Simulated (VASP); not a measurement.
Write the native input for VASP 6.6.1 that does the following.

* Task: single point
* Functional: PBE
* Potentials or basis: VASP PAW PBE potentials, release 64 (Y_sv)
* Cutoff: 520 eV
* k mesh: 10 × 6 × 12
* Occupations: gaussian, width 0.1 eV
* Spin: no spin polarisation
* Dipole correction: no
* Further INCAR settings: ALGO = Fast; EDIFF = 1e-07; NBANDS = 18; ISYM = 0

The structure of Y lies in POSCAR:

```
Y
1.0
    3.6571046507      0.0000000000      0.0000000000
   -1.8285523254      6.4981409309      0.0000000000
    1.8285523254      1.5436431630      2.7654975331
Y
2
Direct
    0.0833333333      0.7500000000      0.5833333333
    0.9166666667      0.2500000000      0.4166666667
```

The input as run:

INCAR

```
SYSTEM = Y
ALGO = Fast
EDIFF = 1E-7
ENCUT = 520
GGA = PE
ISIF = 2
ISMEAR = 0
ISYM = 0
LASPH = .True.
LCHARG = .False.
LREAL = .False.
LWAVE = .False.
NBANDS = 18
NELM = 80
PREC = Accurate
SIGMA = 0.1
```

KPOINTS

```
k-points
0
Gamma
  10 6 12
  0 0 0
```

Potentials or basis: VASP PAW PBE potentials, release 64 (Y_sv).

Run with:

```bash
$ cat potpaw_PBE.64/Y_sv/POTCAR > POTCAR
$ mpirun -np 1 vasp_std > vasp.out
```

Results of the run:

```json
{
 "Pressure": "-0.1 GPa",
 "Largest force": "0.005 eV/Å",
 "Band gap on the k mesh": "zero (band 11 reaches 3.99 eV, above the bottom of band 12 at 2.52 eV)"
}
```

Run time: 33 min on 1 thread of AMD EPYC 7R13, with other jobs on the host, peak memory 0.48 GiB.
